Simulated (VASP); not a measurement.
# LuScN2 (P4/mmm) in VASP: single point with PBE

Aim: the single point of LuScN2 with PBE.

Everything below comes from runs of VASP 6.6.1. Logs are shortened: lines on timing, memory, paths and dates and some standing lists are left out, and cuts for length are marked.

## 1. The cell of the first run

The structure is tetragonal, space group P4/mmm (No. 123). Conventional cell: a = 3.119 Å, b = 3.119 Å, c = 9.254 Å, α = 90.00°, β = 90.00°, γ = 90.00°. Lu (site symmetry 4/mmm) has 4 N at 2.21 Å within 2.9 Å. Sc (site symmetry 4/mmm) has 4 N at 2.21 Å within 2.9 Å. N (site symmetry 4/mmm) has 4 Sc at 2.21 Å within 2.9 Å. N (site symmetry 4/mmm) has 4 Lu at 2.21 Å within 2.9 Å.

## 2. Single point, PBE

INCAR reads:

```
SYSTEM = LuScN2
ALGO = Normal ; EDIFF = 1E-6
ENCUT = 520 ; GGA = PE
ISIF = 2 ; ISMEAR = 0
LASPH = .True. ; LCHARG = .False.
LREAL = .False. ; LWAVE = .False.
NBANDS = 31 ; NELM = 100
PREC = Accurate ; SIGMA = 0.1
```

KPOINTS reads:

```
k-points
0
Gamma
  14 14 6
  0 0 0
```

POSCAR reads:

```
LuScN2
1.0
    3.1190569774      0.0000000000      0.0000000000
    0.0000000000      3.1190569774      0.0000000000
    0.0000000000      0.0000000000      9.2539664258
Lu Sc N
1 1 2
Direct
    0.5000000000      0.5000000000      0.5000000000
    0.5000000000      0.5000000000      0.0000000000
    0.0000000000      0.0000000000      0.0000000000
    0.0000000000      0.0000000000      0.5000000000
```

Potentials or basis: VASP PAW PBE potentials, release 64 (Lu, Sc_sv, N).

Run with:

```bash
$ cat potpaw_PBE.64/Lu/POTCAR potpaw_PBE.64/Sc_sv/POTCAR potpaw_PBE.64/N/POTCAR > POTCAR
$ mpirun -np 1 vasp_std > vasp.out
```

OUTCAR:

```text
SYSTEM = LuScN2
   EDIFF = 1E-6
   ENCUT = 520
   GGA = PE
   ISIF = 2
   ISMEAR = 0
   LASPH = .True.
   LREAL = .False.
   NELM = 100
   PREC = Accurate

 ion  position               nearest neighbor table
   1  0.500  0.500  0.500-   4 2.21   4 2.21   4 2.21   4 2.21
   2  0.500  0.500  0.000-   3 2.21   3 2.21   3 2.21   3 2.21
   3  0.000  0.000  0.000-   2 2.21   2 2.21   2 2.21   2 2.21
   4  0.000  0.000  0.500-   1 2.21   1 2.21   1 2.21   1 2.21

  LATTYP: Found a simple tetragonal cell.
 ALAT       =     3.1190569774
 C/A-ratio  =     2.9669116316

  Lattice vectors:

 A1 = (   3.1190569774,   0.0000000000,   0.0000000000)
 A2 = (   0.0000000000,   3.1190569774,   0.0000000000)
 A3 = (   0.0000000000,   0.0000000000,   9.2539664258)

Analysis of symmetry for initial positions (statically):
=====================================================================
 Subroutine PRICEL returns:
 Original cell was already a primitive cell.

 Routine SETGRP: Setting up the symmetry group for a
 simple tetragonal supercell.

 Subroutine GETGRP returns: Found 16 space group operations
 (whereof 16 operations were pure point group operations)
 out of a pool of 16 trial point group operations.

The static configuration has the point symmetry D_4h.

Analysis of symmetry for dynamics (positions and initial velocities):
=====================================================================
 Subroutine PRICEL returns:
 Original cell was already a primitive cell.

 Routine SETGRP: Setting up the symmetry group for a
 simple tetragonal supercell.

 Subroutine GETGRP returns: Found 16 space group operations
 (whereof 16 operations were pure point group operations)
 out of a pool of 16 trial point group operations.

The dynamic configuration has the point symmetry D_4h.

 Subroutine INISYM returns: Found 16 space group operations
 (whereof 16 operations are pure point group operations),
 and found     1 'primitive' translations

----------------------------------------------------------------------------------------

                                     Primitive cell

  volume of cell :      90.0274

  direct lattice vectors                    reciprocal lattice vectors
     3.119056977  0.000000000  0.000000000     0.320609725  0.000000000  0.000000000
[... 80 lines left out ...]
 SYSTEM =  LuScN2
   PREC   = accura    normal or accurate (medium, high low for compatibility)
   ISTART =      0    job   : 0-new  1-cont  2-samecut
   ICHARG =      2    charge: 1-file 2-atom 10-const
   ISPIN  =      1    spin polarized calculation?
   LNONCOLLINEAR =      F non collinear calculations
   LSORBIT =      F    spin-orbit coupling
   LASPH  =      T    aspherical Exc in radial PAW
   ENCUT  =  520.0 eV  38.22 Ry    6.18 a.u.   5.80  5.80 17.21*2*pi/ulx,y,z
   NELM   =    100;   NELMIN=  2; NELMDL= -5     # of ELM steps
   EDIFF  = 0.1E-05   stopping-criterion for ELM
   LREAL  =      F    real-space projection
[... 7 lines left out ...]
   TEBEG  =    0.0;   TEEND  =   0.0 temperature during run
   PSTRESS=    0.0 pullay stress
   NELECT =      46.0000    total number of electrons
   NUPDOWN=      -1.0000    fix difference up-down
   EMIN   =  10.00;   EMAX   =-10.00  energy-range for DOS
   EFERMI =   0.00;   METHOD = LEGACY
   ISMEAR =     0;   SIGMA  =   0.10  broadening in eV -4-tet -1-fermi 0-gaus
   EFERMI_NEDOS =   21; number of points for ismear=-14 and -15
   IALGO  =     38    algorithm
   IMIX   =      4    mixing-type and parameters
     AMIX     =   0.40;   BMIX     =  1.00
     AMIX_MAG =   1.60;   BMIX_MAG =  1.00
  volume/ion in A,a.u.               =      22.51       151.88
  Fermi-wavevector in a.u.,A,eV,Ry     =   1.308788  2.473250 23.305769  1.712926
  Thomas-Fermi vector in A             =   2.439431
   LORBIT       =      0    0 simple, 1 ext, 2 COOP (PROOUT), +10 PAW based schemes
   GGA     = PE    functional components
   LHFCALC =     F    Hartree Fock is set to
   AEXX    =    0.0000 exact exchange contribution
   IVDW    =     0    specifies the selected vdW correction
   LEPSILON=     F    determine dielectric tensor
   LRPA    =     F    only Hartree local field effects (RPA)
 non-spin polarized calculation
 Gauss-broadening in eV      SIGMA  =   0.10
  energy-cutoff  :      520.00
  volume of cell :       90.03
 maximum number of plane-waves:      2464
 NGX is ok and might be reduce to    24
   NGX = 11   NGY = 11   NGZ = 35

 number of electron      45.9999986 magnetization

 Free energy of the ion-electron system (eV)
  ---------------------------------------------------
  ext. energy  EPLUGINS =         0.00000000
  ---------------------------------------------------
  free energy    TOTEN  =       -31.14990650 eV

  energy without entropy =      -31.14560465  energy(sigma->0) =      -31.14775557

 E-fermi :   1.1553     XC(G=0):  -8.5523

 val. band max:        1.1426168285   @ k =   0.0714   0.0000   0.5000
 cond. band min:       1.1770058046   @ k =   0.0714   0.0000   0.0000
 fundamental gap:      0.0343889761
 Fermi energy:         1.1552669294

 k-point     1 :       0.0000    0.0000    0.0000
  band No.  band energies     occupation
      1     -53.6838      2.00000
      2     -47.8438      2.00000
      3     -26.8188      2.00000
      4     -26.1319      2.00000
      5     -26.1319      2.00000
      6     -24.8776      2.00000
[... 805 lines left out ...]
     30       5.6576      0.00000
     31       7.1036      0.00000

 [... further k-points ...]

------------------------ aborting loop because EDIFF is reached ----------------------------------------

  FORCE on cell =-STRESS in cart. coord.  units (eV):
  Direction    XX          YY          ZZ          XY          YZ          ZX
  --------------------------------------------------------------------------------------
  -------------------------------------------------------------------------------------
  Total        0.4591851      0.4591851     -0.0240731      0.0000000     -0.0000000      0.0000000
  in kB        8.1719153      8.1719153     -0.4284177      0.0000000     -0.0000000      0.0000000
  external PRESSURE =       5.3051377 kB  Pullay stress =       0.0000000 kB

 VOLUME and BASIS-vectors are now :
 -----------------------------------------------------------------------------
  energy-cutoff  :      520.00
  volume of cell :       90.03
      direct lattice vectors                 reciprocal lattice vectors
     3.119056977  0.000000000  0.000000000     0.320609725  0.000000000  0.000000000
     0.000000000  3.119056977  0.000000000     0.000000000  0.320609725  0.000000000
     0.000000000  0.000000000  9.253966426     0.000000000  0.000000000  0.108061771

 POSITION                                       TOTAL-FORCE (eV/Angst)
 -----------------------------------------------------------------------------------
      1.55953      1.55953      4.62698         0.000000      0.000000      0.000000
      1.55953      1.55953      0.00000         0.000000      0.000000      0.000000
      0.00000      0.00000      0.00000         0.000000      0.000000      0.000000
      0.00000      0.00000      4.62698         0.000000      0.000000      0.000000
 -----------------------------------------------------------------------------------
    total drift:                                0.000000      0.000000     -0.000000

  FREE ENERGIE OF THE ION-ELECTRON SYSTEM (eV)
  ---------------------------------------------------
  free  energy   TOTEN  =       -31.1499065017 eV

  energy  without entropy=      -31.1456046471  energy(sigma->0) =      -31.14775557
```

stdout:

```text
POSCAR found type information on POSCAR LuScN
 POSCAR found :  3 types and       4 ions
 scaLAPACK will be used
 LDA part: xc-table for (Slater+PW92), standard interpolation
 POSCAR, INCAR and KPOINTS ok, starting setup
 FFT: planning ... GRIDC
 FFT: planning ... GRID_SOFT
 FFT: planning ... GRID
 WAVECAR not read
 entering main loop
```

Wall time 16 min (1 thread of AMD EPYC 7R13, shared host); peak memory 0.49 GiB.

Results:

```yaml
Free_energy: -31.1499 eV
Pressure: 0.5 GPa
Band_gap_on_the_k_mesh: zero (band 23 reaches 1.71 eV, above the bottom of band 24 at 0.92 eV)
```

Stress tensor (GPa, compression positive):
```
 0.82  0.00  0.00
 0.00  0.82  0.00
 0.00  0.00 -0.04
```

Levels at points of the mesh, in eV from the Fermi level:
| k point | band 19 | band 20 | band 21 | band 22 | band 23 | band 24 | band 25 | band 26 | band 27 | band 28 |
| --- | --- | --- | --- | --- | --- | --- | --- | --- | --- | --- |
| (0.00, 0.00, 0.00) | -1.33 | -0.65 | 0.11 | 0.11 | 0.56 | 0.56 | 0.88 | 1.14 | 2.48 | 3.37 |
| (0.50, 0.00, 0.00) | -3.32 | -2.67 | -2.66 | -2.25 | -2.02 | 1.46 | 3.44 | 3.52 | 3.62 | 4.41 |
| (0.50, 0.50, 0.00) | -1.59 | -0.68 | -0.68 | -0.45 | -0.19 | 1.56 | 1.56 | 2.41 | 2.41 | 2.63 |
| (0.00, 0.00, 0.50) | -1.96 | 0.11 | 0.11 | 0.56 | 0.56 | 0.64 | 0.79 | 0.89 | 1.14 | 3.37 |
| (0.50, 0.00, 0.50) | -3.32 | -2.67 | -2.57 | -2.25 | -2.14 | 1.86 | 2.10 | 3.62 | 4.40 | 4.70 |
| (0.50, 0.50, 0.50) | -1.59 | -0.69 | -0.69 | -0.36 | -0.29 | 1.64 | 1.64 | 2.30 | 2.30 | 2.79 |

Caveat: spin-orbit coupling is left out, which moves the levels of the heavy elements.
